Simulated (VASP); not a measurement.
Crystal: Sc2AlN3.

```xyz
6
Lattice="4.0711 0.0000 0.0000 -2.0356 3.5257 0.0000 0.0000 0.0000 6.4854" Properties=species:S:1:pos:R:3 pbc="T T T"
Sc    0.0000    2.3505    1.6356
Sc    2.0356    1.1752    4.8498
Al    0.0000    0.0000    0.0000
N     0.0000    2.3505    4.1766
N     2.0356    1.1752    2.3088
N     0.0000    0.0000    3.2427
```

```yaml
Program: VASP 6.6.1
Task: relaxation of cell and atoms
Functional: PBE
Potentials_or_basis: VASP PAW PBE potentials, release 64 (Sc_sv, Al, N)
Cutoff: 600 eV
k_mesh: 6 × 6 × 4
Occupations: gaussian, width 0.1 eV
Spin: no spin polarisation
```

At the start: pressure -15.2 GPa; volume 15.51 Å³/atom.

Problem. Where does the relaxation end?

Solution. Over 25 steps the energy falls by 2469.9 meV/atom and the volume is 10.52 Å³/atom (-32.2 %); space group P-3m1 (No. 164, to 0.05 Å).

The path:
| step | energy change (eV) | largest force (eV/Å) | pressure (GPa) | volume (Å³) |
| --- | --- | --- | --- | --- |
| 1 | 0.0000 | 4.0501 | -15.21 | 93.09 |
| 2 | -2.4676 | 3.4761 | 5.21 | 74.63 |
| 3 | -2.5667 | 2.8812 | 16.56 | 69.91 |
| 4 | -3.9851 | 3.2374 | 19.18 | 70.97 |
| 5 | -4.0241 | 3.6025 | 20.10 | 71.13 |
| 6 | -5.3781 | 2.1590 | -6.14 | 81.83 |
| 7 | -5.3962 | 1.9327 | -8.21 | 83.06 |
| 8 | -6.1774 | 2.2618 | -10.45 | 81.00 |
| 9 | -9.6193 | 2.8305 | -14.60 | 74.54 |
| 10 | -11.0040 | 7.4972 | 25.36 | 60.62 |
| 11 | -12.4099 | 5.2152 | -9.52 | 68.43 |
| 12 | -12.6430 | 6.6188 | -0.17 | 65.30 |
| 13 | -12.6778 | 6.1987 | -3.83 | 66.32 |
| 14 | -13.0815 | 5.9287 | -1.10 | 65.16 |
| 15 | -13.3236 | 5.3668 | 3.78 | 63.57 |
| 16 | -13.8045 | 4.3398 | 1.06 | 63.82 |
| 17 | -14.6654 | 1.4142 | -4.70 | 64.57 |
| 18 | -14.7403 | 0.6491 | -5.86 | 64.88 |
| 19 | -14.7406 | 0.7169 | -5.81 | 64.85 |
| 20 | -14.7820 | 0.5100 | -3.19 | 64.00 |
| 21 | -14.8053 | 0.4830 | 0.91 | 62.77 |
| 22 | -14.8130 | 0.2928 | 0.70 | 62.84 |
| 23 | -14.8187 | 0.1279 | 0.30 | 62.98 |
| 24 | -14.8195 | 0.0610 | 0.03 | 63.07 |
| 25 | -14.8196 | 0.0147 | -0.15 | 63.13 |

Final structure:
```cif
data_structure
_symmetry_space_group_name_H-M 'P 1'
_symmetry_Int_Tables_number 1
_cell_length_a 3.1067
_cell_length_b 3.1067
_cell_length_c 7.5528
_cell_angle_alpha 90.000
_cell_angle_beta 90.000
_cell_angle_gamma 120.000
_cell_volume 63.13
loop_
_atom_site_label
_atom_site_type_symbol
_atom_site_fract_x
_atom_site_fract_y
_atom_site_fract_z
_atom_site_occupancy
Sc1 Sc 0.33333 0.66667 0.32477 1
Sc2 Sc 0.66667 0.33333 0.67523 1
Al1 Al 0.00000 0.00000 0.00000 1
N1 N 0.33333 0.66667 0.85011 1
N2 N 0.66667 0.33333 0.14989 1
N3 N 0.00000 0.00000 0.50000 1
```

Caveat: the volume moved by over 15 % at a fixed basis, so the end points are rough.
